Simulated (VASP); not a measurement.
# MnCu5 (P-6m2) in VASP: single point with PBE

Aim: the single point of MnCu5 with PBE.

Everything below comes from runs of VASP 6.6.1. Logs are shortened: lines on timing, memory, paths and dates and some standing lists are left out, and cuts for length are marked.

### Step 1. The cell of the first run

It takes space group P-6m2 (No. 187, hexagonal). Conventional cell: a = 2.562 Å, b = 2.562 Å, c = 12.722 Å, α = 90.00°, β = 90.00°, γ = 120.00°. Mn (site symmetry -6m2) has 6 Mn at 2.56 Å and 6 Cu at 2.60 Å within 3.4 Å. Cu (site symmetry 3m) has 9 Cu at 2.56 to 2.58 Å and 3 Mn at 2.60 Å within 3.4 Å. Cu (site symmetry -6m2) has 12 Cu at 2.56 to 2.57 Å within 3.4 Å. Cu (site symmetry 3m) has 12 Cu at 2.56 to 2.58 Å within 3.4 Å.

### Step 2. Single point, PBE, collinear spin, ferromagnetic start

File INCAR:

```
SYSTEM = MnCu5
ALGO = Normal
EDIFF = 1E-6
ENCUT = 600
GGA = PE
GGA_COMPAT = .FALSE.
ISIF = 2
ISMEAR = 0
ISPIN = 2
KPAR = 4
LASPH = .TRUE.
LCHARG = .TRUE.
LMAXMIX = 4
LORBIT = 11
LREAL = .FALSE.
LVHAR = .TRUE.
LWAVE = .FALSE.
MAGMOM = 2.67 0 0 0 0 0
NBANDS = 47
NELM = 200
PREC = Accurate
SIGMA = 0.1
```

File KPOINTS:

```
k-points
0
G
  18 18 4
  0 0 0
```

File POSCAR:

```
MnCu5
1.0
    2.5619182178      0.0000000000      0.0000000000
   -1.2809591089      2.2186862591      0.0000000000
    0.0000000000      0.0000000000     12.7222839855
Mn Cu
1 5
Direct
    0.3333333333      0.6666666667      0.0000000000
    0.6666666667      0.3333333333      0.1684127678
    0.6666666667      0.3333333333      0.5000000000
    0.6666666667      0.3333333333      0.8315872322
    0.3333333333      0.6666666667      0.3349574895
    0.3333333333      0.6666666667      0.6650425105
```

Potentials or basis: VASP PAW PBE potentials, release 64 (Mn_pv, Cu).

Started as:

```bash
$ cat potpaw_PBE.64/Mn_pv/POTCAR potpaw_PBE.64/Cu/POTCAR > POTCAR
$ mpirun -np 4 vasp_std > vasp.out
```

OUTCAR:

```text
SYSTEM = MnCu5
   EDIFF = 1E-6
   ENCUT = 600
   GGA = PE
   ISIF = 2
   ISMEAR = 0
   ISPIN = 2
   LASPH = .TRUE.
   LORBIT = 11
   LREAL = .FALSE.
   NELM = 200
   PREC = Accurate

 ion  position               nearest neighbor table
   1  0.333  0.667  0.000-   2 2.60   4 2.60   2 2.60   4 2.60   2 2.60   4 2.60
   2  0.667  0.333  0.168-   5 2.58   5 2.58   5 2.58   1 2.60   1 2.60   1 2.60
   3  0.667  0.333  0.500-   5 2.57   6 2.57   5 2.57   6 2.57   5 2.57   6 2.57
   4  0.667  0.333  0.832-   6 2.58   6 2.58   6 2.58   1 2.60   1 2.60   1 2.60
   5  0.333  0.667  0.335-   3 2.57   3 2.57   3 2.57   2 2.58   2 2.58   2 2.58
   6  0.333  0.667  0.665-   3 2.57   3 2.57   3 2.57   4 2.58   4 2.58   4 2.58

  LATTYP: Found a hexagonal cell.
 ALAT       =     2.5619182178
 C/A-ratio  =     4.9659211981

  Lattice vectors:

 A1 = (   2.5619182178,   0.0000000000,   0.0000000000)
 A2 = (  -1.2809591089,   2.2186862591,   0.0000000000)
 A3 = (   0.0000000000,   0.0000000000,  12.7222839855)

Analysis of symmetry for initial positions (statically):
=====================================================================
 Subroutine PRICEL returns:
 Original cell was already a primitive cell.

 Routine SETGRP: Setting up the symmetry group for a
 hexagonal supercell.

 Subroutine GETGRP returns: Found 12 space group operations
 (whereof 12 operations were pure point group operations)
 out of a pool of 24 trial point group operations.

The static configuration has the point symmetry D_3h.

Analysis of symmetry for dynamics (positions and initial velocities):
=====================================================================
 Subroutine PRICEL returns:
 Original cell was already a primitive cell.

 Routine SETGRP: Setting up the symmetry group for a
 hexagonal supercell.

 Subroutine GETGRP returns: Found 12 space group operations
 (whereof 12 operations were pure point group operations)
 out of a pool of 24 trial point group operations.

The dynamic configuration has the point symmetry D_3h.

Analysis of structural, dynamic, and magnetic symmetry:
=====================================================================
 Subroutine PRICEL returns:
 Original cell was already a primitive cell.

 Routine SETGRP: Setting up the symmetry group for a
 hexagonal supercell.

 Subroutine GETGRP returns: Found 12 space group operations
 (whereof 12 operations were pure point group operations)
[... 142 lines left out ...]
 Gauss-broadening in eV      SIGMA  =   0.10
  energy-cutoff  :      600.00
  volume of cell :       72.31
 maximum number of plane-waves:      2433
   NGX = 11   NGY = 11   NGZ = 51

 number of electron      68.0000008 magnetization       2.6225203

 Free energy of the ion-electron system (eV)
  ---------------------------------------------------
  ext. energy  EPLUGINS =         0.00000000
  ---------------------------------------------------
  free energy    TOTEN  =       -27.07250088 eV

  energy without entropy =      -27.05497564  energy(sigma->0) =      -27.06373826

 E-fermi :   7.6352     XC(G=0): -12.7208

 val. band max:        7.6326709066   @ k =   0.2222   0.1667   0.2500
 cond. band min:       7.6376846630   @ k =   0.2222   0.0556   0.0000
 fundamental gap:      0.0050137564
 Fermi energy:         7.6351792689

 spin component 1

 k-point     1 :       0.0000    0.0000    0.0000
  band No.  band energies     occupation
      1     -41.3326      1.00000
      2     -40.9810      1.00000
      3     -40.9810      1.00000
      4      -1.4585      1.00000
      5      -0.5806      1.00000
      6      -0.3011      1.00000
[... 1165 lines left out ...]
     45      15.9631      0.00000
     46      18.4068      0.00000

 [... further k-points ...]

 spin component 2

 k-point     1 :       0.0000    0.0000    0.0000
  band No.  band energies     occupation
      1     -38.4686      1.00000
      2     -38.4686      1.00000
      3     -38.3986      1.00000
      4      -1.4306      1.00000
      5      -0.5904      1.00000
      6      -0.1562      1.00000
[... 1165 lines left out ...]
     45      16.4931      0.00000
     46      18.4584      0.00000

 [... further k-points ...]

 [bands above 46 left out]

------------------------ aborting loop because EDIFF is reached ----------------------------------------

  FORCE on cell =-STRESS in cart. coord.  units (eV):
  Direction    XX          YY          ZZ          XY          YZ          ZX
  --------------------------------------------------------------------------------------
  -------------------------------------------------------------------------------------
  Total        0.2495335      0.2495335      0.2365658      0.0000000      0.0000000      0.0000000
  in kB        5.5285757      5.5285757      5.2412662      0.0000000      0.0000000      0.0000000
  external PRESSURE =       5.4328058 kB  Pullay stress =       0.0000000 kB

 VOLUME and BASIS-vectors are now :
 -----------------------------------------------------------------------------
  energy-cutoff  :      600.00
  volume of cell :       72.31
      direct lattice vectors                 reciprocal lattice vectors
     2.561918218  0.000000000  0.000000000     0.390332522  0.225358587  0.000000000
    -1.280959109  2.218686259  0.000000000     0.000000000  0.450717174  0.000000000
     0.000000000  0.000000000 12.722283986     0.000000000  0.000000000  0.078602238

 POSITION                                       TOTAL-FORCE (eV/Angst)
 -----------------------------------------------------------------------------------
     -0.00000      1.47912      0.00000         0.000000      0.000000      0.000000
      1.28096      0.73956      2.14260         0.000000     -0.000000      0.002374
      1.28096      0.73956      6.36114        -0.000000      0.000000      0.000000
      1.28096      0.73956     10.57969         0.000000     -0.000000     -0.002374
     -0.00000      1.47912      4.26142        -0.000000      0.000000      0.004287
     -0.00000      1.47912      8.46086        -0.000000      0.000000     -0.004287
 -----------------------------------------------------------------------------------
    total drift:                               -0.000001      0.000001      0.000000

  FREE ENERGIE OF THE ION-ELECTRON SYSTEM (eV)
  ---------------------------------------------------
  free  energy   TOTEN  =       -27.0725008759 eV

  energy  without entropy=      -27.0549756446  energy(sigma->0) =      -27.06373826

 total charge

# of ion       s       p       d       tot
------------------------------------------
    1        0.362   6.276   5.081  11.719
    2        0.456   0.393   9.156  10.005
    3        0.444   0.373   9.175   9.992
    4        0.456   0.393   9.156  10.005
    5        0.446   0.371   9.172   9.989
    6        0.446   0.371   9.172   9.989
--------------------------------------------------
tot          2.610   8.177  50.911  61.698

 magnetization (x)

# of ion       s       p       d       tot
------------------------------------------
    1        0.007   0.025   2.460   2.492
    2       -0.013  -0.011   0.060   0.035
    3        0.001   0.002  -0.001   0.001
    4       -0.013  -0.011   0.060   0.035
    5       -0.003  -0.000   0.002  -0.001
    6       -0.003  -0.000   0.002  -0.001
--------------------------------------------------
tot         -0.026   0.003   2.584   2.562
```

It took 9.9 min on 4 MPI ranks of Oxide Virtual Turin-like, shared host; peak memory 0.67 GiB.

Results:

| Item | Value |
| --- | --- |
| Free energy | -27.0725 eV |
| Pressure | 0.5 GPa |
| Largest force | 0.004 eV/Å |
| Net moment | 2.62 μB per cell |
| Site moments | Mn +2.49; Cu +0.04, +0.00, -0.00 (each value once) μB |
| Valence electrons inside the program's atomic spheres | Mn 11.72; Cu 10.01, 9.99 (each value once) |

Forces on the atoms (eV/Å):
```
Mn   0.000  0.000  0.000
Cu   0.000  0.000  0.002
Cu   0.000  0.000  0.000
Cu   0.000  0.000 -0.002
Cu   0.000  0.000  0.004
Cu   0.000  0.000 -0.004
```

Levels at points of the mesh, in eV from the Fermi level:
Spin up:
| k point | band 31 | band 32 | band 33 | band 34 | band 35 | band 36 | band 37 | band 38 | band 39 | band 40 |
| --- | --- | --- | --- | --- | --- | --- | --- | --- | --- | --- |
| (0.00, 0.00, 0.00) | -1.88 | -1.88 | -1.71 | -1.71 | -1.39 | -1.39 | -0.93 | -0.29 | -0.29 | 4.04 |
| (0.50, 0.00, 0.00) | -1.03 | -0.60 | 0.01 | 0.03 | 0.62 | 0.70 | 1.23 | 1.42 | 2.37 | 5.34 |
| (0.00, 0.00, 0.50) | -1.84 | -1.84 | -1.72 | -1.72 | -1.71 | -1.39 | -1.39 | -0.29 | -0.29 | 5.25 |
| (0.50, 0.00, 0.50) | -1.26 | -0.60 | -0.02 | 0.52 | 0.65 | 0.70 | 0.81 | 1.52 | 2.37 | 4.97 |
Spin down:
```tsv
k point	band 30	band 31	band 32	band 33	band 34	band 35	band 36	band 37
(0.00, 0.00, 0.00)	-1.83	-1.83	-1.70	-1.70	-0.88	-0.84	0.60	0.60
(0.50, 0.00, 0.00)	-0.71	-0.29	0.07	0.14	1.31	1.31	1.45	1.95
(0.00, 0.00, 0.50)	-1.82	-1.82	-1.77	-1.70	-1.70	-0.61	0.60	0.60
(0.50, 0.00, 0.50)	-0.83	-0.44	-0.01	0.82	0.83	1.31	1.54	1.95
```
